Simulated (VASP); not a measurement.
A run of VASP 6.6.1 is set up as follows.

INCAR

```
ALGO = Normal
EDIFF = 1E-6
EDIFFG = -0.01
ENCUT = 600
GGA = RE
IBRION = 2
ISIF = 3
ISMEAR = -1
ISPIN = 2
IVDW = 12
LASPH = T
LCHARG = F
LMAXMIX = 4
LORBIT = 11
LREAL = F
LWAVE = F
MAGMOM = 2
NELM = 150
NSW = 60
PREC = Accurate
SIGMA = 0.05
```

File KPOINTS:

```
k-points
0
Gamma
  12 12 12
```

The input POSCAR:

```
V
1.0
   -1.5143500000      1.5143500000      1.5143500000
    1.5143500000     -1.5143500000      1.5143500000
    1.5143500000      1.5143500000     -1.5143500000
V
1
Direct
    0.0000000000      0.0000000000      0.0000000000
```

Potentials or basis: VASP PAW PBE potentials, release 64 (V_sv).

The run is started by

```console
$ cat potpaw_PBE.64/V_sv/POTCAR > POTCAR
$ mpirun -np 1 vasp_std > vasp.out
```

**Question.** Estimate the relaxed volume.

**Answer.** 12.52 Å³/atom.

**Question.** Predict the space group after relaxing (to 0.05 Å).

**Answer.** Im-3m (No. 229).

**Question.** Estimate the dispersion energy per atom.

**Answer.** -1.375 eV.

**Question.** What does it give for the net moment?

**Answer.** 0.00 μB per cell.

Final structure:
```
V
1.0
    -1.46295    1.46295    1.46295
     1.46295   -1.46295    1.46295
     1.46295    1.46295   -1.46295
V
1
Direct
  0.00000 0.00000 0.00000
```

Caveat: the PAW data sets were made with another functional, which shifts forces and pressure a little; pairwise dispersion overbinds metals, which lowers pressure and volume.
